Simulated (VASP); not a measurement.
## ZnSe: relaxation of cell and atoms with PBE

The system is ZnSe.

```
CELL_PARAMETERS angstrom
0.00000 2.83380 2.83380
2.83380 0.00000 2.83380
2.83380 2.83380 0.00000
ATOMIC_POSITIONS crystal
Zn 0.00000 0.00000 0.00000
Se 0.75000 0.75000 0.75000
```

| Item | Value |
| --- | --- |
| Program | VASP 6.6.1 |
| Task | relaxation of cell and atoms |
| Functional | PBE |
| Potentials or basis | VASP PAW PBE potentials, release 64 (Zn, Se) |
| Cutoff | 500 eV |
| k mesh | 6 × 6 × 6 |
| Occupations | gaussian, width 0.01 eV |
| Spin | no spin polarisation |
| Dipole correction | no |
| Further INCAR settings | ALGO = Normal; EDIFF = 1e-07; IBRION = 2; EDIFFG = -0.05; NSW = 60; ISIF = 3 |

```
Relaxed volume                        : 23.63 Å³/atom
Relaxed cell                          : a = 4.058 Å, b = 4.058 Å, c = 4.058 Å, α = 60.00°, β = 60.00°, γ = 60.00°
Space group after relaxing (to 0.1 Å) : F-43m (No. 216)
Energy gained by relaxing             : 6.2 meV/atom
Ionic steps                           : 3
Pressure after relaxing               : 0.0 GPa
Band gap on the k mesh                : 1.14 eV
```

The path:
```csv
step,energy change (eV),largest force (eV/Å),pressure (GPa),volume (Å³)
1,0.0000,0.0000,2.37,45.51
2,-0.0116,0.0000,-0.58,47.77
3,-0.0125,0.0000,0.01,47.27
```

Final structure:
```
Zn Se
1.0
     0.00000    2.86972    2.86972
     2.86972    0.00000    2.86972
     2.86972    2.86972    0.00000
Zn Se
1 1
Direct
  0.00000 0.00000 0.00000
  0.75000 0.75000 0.75000
```

Levels at points of the mesh, in eV from the valence-band top:
```csv
k point,band 6,band 7,band 8,band 9,band 10,band 11,band 12,band 13
"(0.00, 0.00, 0.00)",-6.08,0.00,0.00,0.00,1.14,5.81,5.81,5.81
"(0.50, 0.00, 0.00)",-5.94,-4.99,-0.81,-0.81,2.47,6.38,6.38,8.47
"(0.50, 0.50, 0.00)",-5.92,-4.59,-2.05,-2.05,3.07,3.45,10.47,10.99
```

Run time: 57 s on 1 thread of Intel Xeon 8259CL, with other jobs on the host, peak memory 0.17 GiB.

Expect the measured gap to be larger: semilocal functionals such as PBE lack the derivative discontinuity. Zero-point motion and thermal expansion aren't in these numbers.
